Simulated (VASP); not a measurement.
# SrCl2 (Fm-3m) in VASP: notebook

The runs below take SrCl2 through single point, with r2SCAN.

All numbers are computed with VASP 6.6.1; they aren't measurements. Logs are shortened: lines on timing, memory, paths and dates and some standing lists are left out, and cuts for length are marked.

### Step 1. The cell of the first run

It takes space group Fm-3m (No. 225, cubic). The conventional cell has a = 6.995 Å, b = 6.995 Å, c = 6.995 Å, α = 90.00°, β = 90.00°, γ = 90.00°. Within 4.0 Å of Sr (site symmetry m-3m) lie 8 Cl at 3.03 Å. Cl (site symmetry -43m) has 4 Sr at 3.03 Å and 6 Cl at 3.50 Å within 4.0 Å.

### Step 2. Single point, r2SCAN

The input, POSCAR:

```
SrCl2
1.0
    3.4974589987      3.4974589987      0.0000000000
   -3.4974589987      3.4974589987      0.0000000000
    0.0000000000      3.4974589987      3.4974589987
Sr Cl
1 2
Direct
    0.0000000000      0.0000000000      0.0000000000
    0.2500000000      0.7500000000      0.5000000000
    0.7500000000      0.2500000000      0.5000000000
```

The input, INCAR.step1:

```
ALGO     = Normal         # electronic algorithm
EDIFF    = 1E-4           # SCF threshold, eV
ENCUT    = 520            # plane-wave cutoff, eV
GGA      = PE             # functional
ISMEAR   = 0              # smearing method
LASPH    = True           # aspherical terms in the spheres
LCHARG   = False          # write CHGCAR
LREAL    = False          # projectors in reciprocal space
LWAVE    = True           # write WAVECAR
NBANDS   = 19             # bands
NELM     = 100            # most SCF steps
PREC     = Accurate       # precision mode
SIGMA    = 0.01           # smearing width, eV
```

The input, INCAR.step2:

```
ALGO     = Normal         # electronic algorithm
EDIFF    = 1E-7           # SCF threshold, eV
ENCUT    = 520            # plane-wave cutoff, eV
ISIF     = 2              # what is computed and relaxed
ISMEAR   = 0              # smearing method
ISTART   = 1            
LASPH    = True           # aspherical terms in the spheres
LCHARG   = True           # write CHGCAR
LELF     = True           # ELF
LMIXTAU  = True         
LREAL    = False          # projectors in reciprocal space
LVHAR    = True         
LWAVE    = False          # write WAVECAR
METAGGA  = R2SCAN         # meta-GGA
NBANDS   = 19             # bands
NELM     = 100            # most SCF steps
PREC     = Accurate       # precision mode
SIGMA    = 0.01           # smearing width, eV
```

The input, KPOINTS:

```
k-points
0
Gamma
  6 6 6
```

Potentials or basis: VASP PAW PBE potentials, release 64 (Sr_sv, Cl).

Run with:

```sh
> cat potpaw_PBE.64/Sr_sv/POTCAR potpaw_PBE.64/Cl/POTCAR > POTCAR
> cp INCAR.step1 INCAR
> mpirun -np 1 vasp_std > vasp.out
> cp INCAR.step2 INCAR
> mpirun -np 1 vasp_std > vasp.out
```

OUTCAR:

```text
EDIFF = 1E-7
   ENCUT = 520
   ISIF = 2
   ISMEAR = 0
   ISTART = 1
   LASPH = True
   LREAL = False
   METAGGA = R2SCAN
   NELM = 100
   PREC = Accurate

 ion  position               nearest neighbor table
   1  0.000  0.000  0.000-   3 3.03   2 3.03   2 3.03   3 3.03   2 3.03   3 3.03   3 3.03   2 3.03

   2  0.250  0.750  0.500-   1 3.03   1 3.03   1 3.03   1 3.03
   3  0.750  0.250  0.500-   1 3.03   1 3.03   1 3.03   1 3.03

  LATTYP: Found a face centered cubic cell.
 ALAT       =     6.9949179974

  Lattice vectors:

 A1 = (   0.0000000000,   3.4974589987,   3.4974589987)
 A2 = (   3.4974589987,   0.0000000000,   3.4974589987)
 A3 = (   3.4974589987,   3.4974589987,   0.0000000000)

Analysis of symmetry for initial positions (statically):
=====================================================================
 Subroutine PRICEL returns:
 Original cell was already a primitive cell.

 Routine SETGRP: Setting up the symmetry group for a
 face centered cubic supercell.

 Subroutine GETGRP returns: Found 48 space group operations
 (whereof 48 operations were pure point group operations)
 out of a pool of 48 trial point group operations.

The static configuration has the point symmetry O_h .

Analysis of symmetry for dynamics (positions and initial velocities):
=====================================================================
 Subroutine PRICEL returns:
 Original cell was already a primitive cell.

 Routine SETGRP: Setting up the symmetry group for a
 face centered cubic supercell.

 Subroutine GETGRP returns: Found 48 space group operations
 (whereof 48 operations were pure point group operations)
 out of a pool of 48 trial point group operations.

The dynamic configuration has the point symmetry O_h .

 Subroutine INISYM returns: Found 48 space group operations
 (whereof 48 operations are pure point group operations),
 and found     1 'primitive' translations

----------------------------------------------------------------------------------------

                                     Primitive cell

  volume of cell :      85.5634

[... 74 lines left out ...]
   ICHARG =      0    charge: 1-file 2-atom 10-const
   ISPIN  =      1    spin polarized calculation?
   LNONCOLLINEAR =      F non collinear calculations
   LSORBIT =      F    spin-orbit coupling
   LASPH  =      T    aspherical Exc in radial PAW
   ENCUT  =  520.0 eV  38.22 Ry    6.18 a.u.   9.20  9.20  9.20*2*pi/ulx,y,z
   NELM   =    100;   NELMIN=  2; NELMDL=  0     # of ELM steps
   EDIFF  = 0.1E-06   stopping-criterion for ELM
   LREAL  =      F    real-space projection
   EDIFFG = 0.1E-05   stopping-criterion for IOM
   NSW    =      0    number of steps for IOM
   IBRION =     -1    ionic relax: 0-MD 1-quasi-New 2-CG
   NFREE  =      0    steps in history (QN), initial steepest desc. (CG)
   ISIF   =      2    stress and relaxation
   ISYM   =      2    0-nonsym 1-usesym 2-fastsym
   POTIM  = 0.5000    time-step for ionic-motion
   TEBEG  =    0.0;   TEEND  =   0.0 temperature during run
   PSTRESS=    0.0 pullay stress
   NELECT =      24.0000    total number of electrons
   NUPDOWN=      -1.0000    fix difference up-down
   EMIN   =  10.00;   EMAX   =-10.00  energy-range for DOS
   EFERMI =   0.00;   METHOD = LEGACY
   ISMEAR =     0;   SIGMA  =   0.01  broadening in eV -4-tet -1-fermi 0-gaus
   EFERMI_NEDOS =   21; number of points for ismear=-14 and -15
   IALGO  =     38    algorithm
   IMIX   =      4    mixing-type and parameters
     AMIX     =   0.40;   BMIX     =  1.00
     AMIX_MAG =   1.60;   BMIX_MAG =  1.00
  volume/ion in A,a.u.               =      28.52       192.47
  Fermi-wavevector in a.u.,A,eV,Ry     =   1.071641  2.025108 15.625124  1.148414
  Thomas-Fermi vector in A             =   2.207387
   LORBIT       =      0    0 simple, 1 ext, 2 COOP (PROOUT), +10 PAW based schemes
   METAGGA = R2SCAN    functional components
   LHFCALC =     F    Hartree Fock is set to
   AEXX    =    0.0000 exact exchange contribution
   IVDW    =     0    specifies the selected vdW correction
   LEPSILON=     F    determine dielectric tensor
   LRPA    =     F    only Hartree local field effects (RPA)
 non-spin polarized calculation
 Gauss-broadening in eV      SIGMA  =   0.01
  energy-cutoff  :      520.00
  volume of cell :       85.56
 maximum number of plane-waves:      2332
 NGX is ok and might be reduce to    40
   NGX = 19   NGY = 19   NGZ = 19

 number of electron      24.0000002 magnetization

 Free energy of the ion-electron system (eV)
  ---------------------------------------------------
  ext. energy  EPLUGINS =         0.00000000
  ---------------------------------------------------
  free energy    TOTEN  =       -35.69702864 eV

  energy without entropy =      -35.69702864  energy(sigma->0) =      -35.69702864

 E-fermi :  -0.2055     XC(G=0):  -8.7314

 val. band max:       -0.2720604743   @ k =   0.5000   0.5000   0.0000
 cond. band min:       5.6655742945   @ k =   0.0000   0.0000   0.0000
 fundamental gap:      5.9376347687
 Fermi energy:        -0.2054716604

 k-point     1 :       0.0000    0.0000    0.0000
  band No.  band energies     occupation
      1     -34.2482      2.00000
      2     -15.6148      2.00000
      3     -15.6148      2.00000
      4     -15.6148      2.00000
      5     -14.1350      2.00000
      6     -13.2763      2.00000
[... 329 lines left out ...]
      6     -13.4088      2.00000
[... 11 lines left out ...]
     18      10.0937      0.00000
     19      10.4557      0.00000

------------------------ aborting loop because EDIFF is reached ----------------------------------------

  FORCE on cell =-STRESS in cart. coord.  units (eV):
  Direction    XX          YY          ZZ          XY          YZ          ZX
  --------------------------------------------------------------------------------------
  -------------------------------------------------------------------------------------
  Total        0.0203257      0.0203257      0.0203257      0.0000000      0.0000000     -0.0000000
  in kB        0.3806003      0.3806003      0.3806003      0.0000000      0.0000000     -0.0000000
  external PRESSURE =       0.3806003 kB  Pullay stress =       0.0000000 kB

 VOLUME and BASIS-vectors are now :
 -----------------------------------------------------------------------------
  energy-cutoff  :      520.00
  volume of cell :       85.56
      direct lattice vectors                 reciprocal lattice vectors
     3.497458999  3.497458999  0.000000000     0.142960933  0.142960933 -0.142960933
    -3.497458999  3.497458999  0.000000000    -0.142960933  0.142960933 -0.142960933
     0.000000000  3.497458999  3.497458999     0.000000000  0.000000000  0.285921865

 POSITION                                       TOTAL-FORCE (eV/Angst)
 -----------------------------------------------------------------------------------
      0.00000      0.00000      0.00000         0.000000      0.000000      0.000000
     -1.74873      5.24619      1.74873        -0.000000      0.000000      0.000000
      1.74873      5.24619      1.74873         0.000000     -0.000000      0.000000
 -----------------------------------------------------------------------------------
    total drift:                                0.000000      0.000000      0.000000

  FREE ENERGIE OF THE ION-ELECTRON SYSTEM (eV)
  ---------------------------------------------------
  free  energy   TOTEN  =       -35.6970286431 eV

  energy  without entropy=      -35.6970286431  energy(sigma->0) =      -35.69702864
```

OUTCAR.step1:

```text
EDIFF = 1E-4
   ENCUT = 520
   GGA = PE
   ISMEAR = 0
[... 568 lines left out ...]
      0.00000      0.00000      0.00000        -0.000000      0.000000      0.000000
     -1.74873      5.24619      1.74873        -0.000000     -0.000000     -0.000000
      1.74873      5.24619      1.74873         0.000000      0.000000      0.000000
 -----------------------------------------------------------------------------------
    total drift:                                0.000000      0.000000      0.000000

  FREE ENERGIE OF THE ION-ELECTRON SYSTEM (eV)
  ---------------------------------------------------
  free  energy   TOTEN  =       -12.7863867613 eV

  energy  without entropy=      -12.7863867613  energy(sigma->0) =      -12.78638676
```

Wall time 2.1 min (1 thread of Intel Xeon Platinum 8124M at 3.00GHz (Skylake/Cascade Lake), shared host); peak memory 0.26 GiB.

Results:

- Free energy: -35.6970 eV
- Pressure: 0.0 GPa
- Band gap on the k mesh: 5.94 eV (least direct gap 5.99 eV)

Caveat: the PAW data sets were made with another functional, which shifts forces and pressure a little. A k mesh can miss the band edges.

### Step 3. Single point, r2SCAN

This run uses another cell than the first one, of 30.29 Å³/atom.

The input, POSCAR:

```
SrCl2
1.0
    3.5682673316      3.5682673316      0.0000000000
   -3.5682673316      3.5682673316      0.0000000000
    0.0000000000      3.5682673316      3.5682673316
Sr Cl
1 2
Direct
    0.0000000000      0.0000000000      0.0000000000
    0.2500000000      0.7500000000      0.5000000000
    0.7500000000      0.2500000000      0.5000000000
```

The input, INCAR.step1:

```
SYSTEM = SrCl2
ALGO = Normal
EDIFF = 1E-4
ENCUT = 520
GGA = PE
ISMEAR = 0
LASPH = .TRUE.
LCHARG = .FALSE.
LREAL = .FALSE.
LWAVE = .TRUE.
NBANDS = 19
NELM = 60
PREC = Accurate
SIGMA = 0.01
```

The input, INCAR.step2:

```
SYSTEM = SrCl2
ALGO = Normal
EDIFF = 1E-6
ENCUT = 520
ISIF = 2
ISMEAR = 0
ISTART = 1
LASPH = .TRUE.
LCHARG = .FALSE.
LMIXTAU = .TRUE.
LREAL = .FALSE.
LWAVE = .FALSE.
METAGGA = R2SCAN
NBANDS = 19
NELM = 60
PREC = Accurate
SIGMA = 0.01
```

The input, KPOINTS:

```
k-points
0
G
  6 6 6
  0 0 0
```

Potentials or basis: VASP PAW PBE potentials, release 64 (Sr_sv, Cl).

Run with:

```sh
> cat potpaw_PBE.64/Sr_sv/POTCAR potpaw_PBE.64/Cl/POTCAR > POTCAR
> cp INCAR.step1 INCAR
> mpirun -np 1 vasp_std > vasp.out
> cp INCAR.step2 INCAR
> mpirun -np 1 vasp_std > vasp.out
```

Run time: 1.9 min. Hardware: 1 thread of Intel Xeon Platinum 8124M at 3.00GHz (Skylake/Cascade Lake), shared host; peak memory 0.26 GiB.

It converged, with:

- Free energy: -35.6656 eV
- Pressure: -2.0 GPa
- Band gap on the k mesh: 5.72 eV (least direct gap 6.02 eV)

Levels at points of the mesh, in eV from the valence-band top:
```tsv
k point	band 9	band 10	band 11	band 12	band 13	band 14	band 15	band 16
(0.00, 0.00, 0.00)	-1.92	-0.32	-0.32	-0.32	5.72	6.70	6.70	9.51
(0.50, 0.00, 0.00)	-1.36	-1.22	-0.98	-0.98	7.22	7.22	8.01	8.13
(0.50, 0.50, 0.00)	-1.76	-0.35	-0.35	0.00	6.02	7.60	8.04	8.50
```

Caveat: the PAW data sets were made with another functional, which shifts forces and pressure a little. A k mesh can miss the band edges.

### Step 4. Single point, r2SCAN

The input, POSCAR:

```
SrCl2
1.0
    3.4974589987      3.4974589987      0.0000000000
   -3.4974589987      3.4974589987      0.0000000000
    0.0000000000      3.4974589987      3.4974589987
Sr Cl
1 2
Direct
    0.0000000000      0.0000000000      0.0000000000
    0.2500000000      0.7500000000      0.5000000000
    0.7500000000      0.2500000000      0.5000000000
```

The input, INCAR.step1:

```
SYSTEM = SrCl2
PREC = Accurate
ENCUT = 520
ISMEAR = -1
SIGMA = 0.1
LREAL = .FALSE.
LASPH = .TRUE.
NELM = 80
NBANDS = 19
GGA = PE
ALGO = Normal
EDIFF = 1E-4
LWAVE = .TRUE.
LCHARG = .FALSE.
```

The input, INCAR.step2:

```
SYSTEM = SrCl2
PREC = Accurate
ENCUT = 520
EDIFF = 1E-6
ISMEAR = -1
SIGMA = 0.1
LREAL = .FALSE.
LASPH = .TRUE.
NELM = 80
ALGO = Normal
ISIF = 2
LWAVE = .FALSE.
LCHARG = .TRUE.
METAGGA = R2SCAN
LMIXTAU = .TRUE.
LELF = .TRUE.
LVHAR = .TRUE.
NBANDS = 19
ISTART = 1
```

The input, KPOINTS:

```
Automatic mesh
0
G
  10 10 10
  0 0 0
```

Potentials or basis: VASP PAW PBE potentials, release 64 (Sr_sv, Cl).

Run with:

```sh
> cat potpaw_PBE.64/Sr_sv/POTCAR potpaw_PBE.64/Cl/POTCAR > POTCAR
> cp INCAR.step1 INCAR
> mpirun -np 1 vasp_std > vasp.out
> cp INCAR.step2 INCAR
> mpirun -np 1 vasp_std > vasp.out
```

OUTCAR:

```text
SYSTEM = SrCl2
   PREC = Accurate
   ENCUT = 520
   EDIFF = 1E-6
   ISMEAR = -1
   LREAL = .FALSE.
   LASPH = .TRUE.
   NELM = 80
   ISIF = 2
   METAGGA = R2SCAN
   ISTART = 1

 ion  position               nearest neighbor table
   1  0.000  0.000  0.000-   3 3.03   2 3.03   2 3.03   3 3.03   2 3.03   3 3.03   3 3.03   2 3.03

   2  0.250  0.750  0.500-   1 3.03   1 3.03   1 3.03   1 3.03
   3  0.750  0.250  0.500-   1 3.03   1 3.03   1 3.03   1 3.03
[... 724 lines left out ...]

  FORCE on cell =-STRESS in cart. coord.  units (eV):
  Direction    XX          YY          ZZ          XY          YZ          ZX
  --------------------------------------------------------------------------------------
  -------------------------------------------------------------------------------------
  Total        0.0156040      0.0156040      0.0156040      0.0000000      0.0000000     -0.0000000
  in kB        0.2921859      0.2921859      0.2921859      0.0000000      0.0000000     -0.0000000
  external PRESSURE =       0.2921859 kB  Pullay stress =       0.0000000 kB

 VOLUME and BASIS-vectors are now :
 -----------------------------------------------------------------------------
  energy-cutoff  :      520.00
  volume of cell :       85.56
      direct lattice vectors                 reciprocal lattice vectors
     3.497458999  3.497458999  0.000000000     0.142960933  0.142960933 -0.142960933
    -3.497458999  3.497458999  0.000000000    -0.142960933  0.142960933 -0.142960933
     0.000000000  3.497458999  3.497458999     0.000000000  0.000000000  0.285921865

 POSITION                                       TOTAL-FORCE (eV/Angst)
 -----------------------------------------------------------------------------------
      0.00000      0.00000      0.00000        -0.000000      0.000000      0.000000
     -1.74873      5.24619      1.74873         0.000000      0.000000      0.000000
      1.74873      5.24619      1.74873         0.000000     -0.000000      0.000000
 -----------------------------------------------------------------------------------
    total drift:                                0.000000      0.000000      0.000000

  FREE ENERGIE OF THE ION-ELECTRON SYSTEM (eV)
  ---------------------------------------------------
  free  energy   TOTEN  =       -35.6970199584 eV

  energy  without entropy=      -35.6970199581  energy(sigma->0) =      -35.69701996
```

OUTCAR.step1:

```text
SYSTEM = SrCl2
   PREC = Accurate
   ENCUT = 520
   ISMEAR = -1
   LREAL = .FALSE.
   LASPH = .TRUE.
[... 753 lines left out ...]
      0.00000      0.00000      0.00000        -0.000000      0.000000      0.000000
     -1.74873      5.24619      1.74873        -0.000000     -0.000000     -0.000000
      1.74873      5.24619      1.74873         0.000000      0.000000      0.000000
 -----------------------------------------------------------------------------------
    total drift:                                0.000000      0.000000      0.000000

  FREE ENERGIE OF THE ION-ELECTRON SYSTEM (eV)
  ---------------------------------------------------
  free  energy   TOTEN  =       -12.7863796481 eV

  energy  without entropy=      -12.7863796480  energy(sigma->0) =      -12.78637965
```

OSZICAR.step1:

```text
N       E                     dE             d eps       ncg     rms          rms(c)
DAV:   1     0.141099745378E+03    0.14110E+03   -0.11447E+04  1786   0.113E+03
DAV:   2    -0.390383913997E+01   -0.14500E+03   -0.14033E+03  2352   0.222E+02
DAV:   3    -0.127727191214E+02   -0.88689E+01   -0.88403E+01  2330   0.549E+01
DAV:   4    -0.130625943352E+02   -0.28988E+00   -0.28936E+00  2909   0.853E+00
DAV:   5    -0.130657011660E+02   -0.31068E-02   -0.31062E-02  2408   0.857E-01    0.127E+01
DAV:   6    -0.127679844906E+02    0.29772E+00   -0.59778E-01  2032   0.433E+00    0.816E+00
DAV:   7    -0.127775648351E+02   -0.95803E-02   -0.36205E-01  2415   0.361E+00    0.215E+00
DAV:   8    -0.127839657550E+02   -0.64009E-02   -0.54150E-02  2037   0.129E+00    0.410E-01
DAV:   9    -0.127849182157E+02   -0.95246E-03   -0.20170E-03  2259   0.266E-01    0.148E-01
DAV:  10    -0.127862850254E+02   -0.13668E-02   -0.97534E-04  1902   0.183E-01    0.378E-02
DAV:  11    -0.127863796481E+02   -0.94623E-04   -0.61145E-05  2080   0.451E-02
   1 F= -.12786380E+02 E0= -.12786380E+02  d E =-.123588E-09
```

Wall time 4.1 min (1 thread of Intel Xeon Platinum 8124M at 3.00GHz (Skylake/Cascade Lake), shared host); peak memory 0.3 GiB.

What came out:

| Item | Value |
| --- | --- |
| Free energy | -35.6970 eV |
| Pressure | 0.0 GPa |
| Band gap on the k mesh | 5.94 eV (least direct gap 5.99 eV) |

Caveat: the PAW data sets were made with another functional, which shifts forces and pressure a little.

### Step 5. Overview

| cell | k mesh | smearing | gap on the mesh (eV) | pressure (GPa) |
| --- | --- | --- | --- | --- |
| a = 4.946 Å, angles 60.0, 60.0, 90.0°, 3 atoms | 6 × 6 × 6 | gaussian 0.01 eV | 5.94 | 0.0 |
| a = 5.046 Å, angles 60.0, 60.0, 90.0°, 3 atoms | 6 × 6 × 6 | gaussian 0.01 eV | 5.72 | -2.0 |
| a = 4.946 Å, angles 60.0, 60.0, 90.0°, 3 atoms | 10 × 10 × 10 | fermi-dirac 0.1 eV | 5.94 | 0.0 |

Alike in all rows: task single point; level r2SCAN; potentials or basis VASP PAW PBE potentials, release 64 (Sr_sv, Cl); no spin polarisation; cutoff (eV) 520.

Caveats: the PAW data sets were made with another functional, which shifts forces and pressure a little.

Absolute energies hang on the potentials; compare differences alone.
